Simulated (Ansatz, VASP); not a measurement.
**Al in VASP and in Ansatz**

```xyz
1
Lattice="0.0000 2.3365 1.5187 2.3365 0.0000 1.5187 2.3365 2.3365 0.0000" Properties=species:S:1:pos:R:3 pbc="T T T"
Al    0.0000    0.0000    0.0000
```

Alike in both runs: task single point; functional PBEsol; k mesh 22 × 22 × 22; occupations gaussian, width 0.15 eV; no spin polarisation.

|  | VASP | Ansatz |
| --- | --- | --- |
| version | VASP 6.6.1 | Ansatz 0.2.0 |
| potentials or method | VASP PAW PBE potentials, release 64 (Al), cutoff 520 eV | scalar-relativistic, plane waves, PAW |
| valence electrons in the cell | 3 | 3 |

Ansatz gave:

* gap on the k mesh at the Fermi level (eV): none
* pressure (GPa): -0.1
* traceless stress, the component that is largest in VASP (GPa): -1.40

Q: What did VASP give for the same quantities?

A: gap on the k mesh at the Fermi level (eV): none; pressure (GPa): 0.0; traceless stress, the component that is largest in VASP (GPa): -1.40.

VASP's potentials were made for PBE, not for PBEsol. A gap of «none» marks a metal or a gap that the smearing closes. With one functional, cell and mesh, what is left measures potentials, basis and numerics.
